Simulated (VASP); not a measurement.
MnS:

```
CELL_PARAMETERS angstrom
0.00000 2.61225 2.61225
5.22450 2.61225 2.61225
5.22450 5.22450 0.00000
ATOMIC_POSITIONS crystal
Mn 0.00000 0.00000 0.00000
Mn 0.00000 0.00000 0.50000
S 0.50000 0.50000 0.00000
S 0.50000 0.50000 0.50000
```

Base run:

| Quantity | Value |
| --- | --- |
| Program | VASP 6.6.1 |
| Functional | PBEsol |
| Potentials or basis | VASP PAW PBE potentials, release 64 (Mn_pv, S) |
| Cutoff | 520 eV |
| k mesh | 6 × 6 × 6 |
| Occupations | gaussian, width 0.05 eV |
| Spin | collinear spin, ferromagnetic start |
| Starting moments | [5.0, 5.0, 0.0, 0.0] μB |
| Hubbard terms | Mn d U = 4.0 eV, J = 0.9 eV |

Its results: band gap on the k mesh 0.19 eV; pressure -1.0 GPa; net moment 10.00 μB per cell; site moments Mn +4.55; S +0.10 μB.

Question: The run is repeated on the same cell with these changes: potentials or basis from VASP PAW PBE potentials, release 64 (Mn_pv, S) to VASP PAW PBE potentials, release 64 (Mn_sv, S); cutoff from 520 eV to 600 eV; further incar settings from ALGO = Normal; EDIFF = 1e-06; NBANDS = 31 to ALGO = Normal; EDIFF = 1e-06; NBANDS = 33; valence electrons from 38 to 42. What comes out?

Answer: Band gap on the k mesh 0.07 eV; pressure -2.2 GPa; net moment 9.99 μB per cell; site moments Mn +4.38; S +0.10 μB.

Caveats: semilocal functionals underestimate gaps, and a narrow one can read as zero; the PAW data sets were made with another functional, which shifts forces and pressure a little; the run started ferromagnetic, and an antiferromagnetic order may lie lower in energy.

A k mesh can miss the band edges.
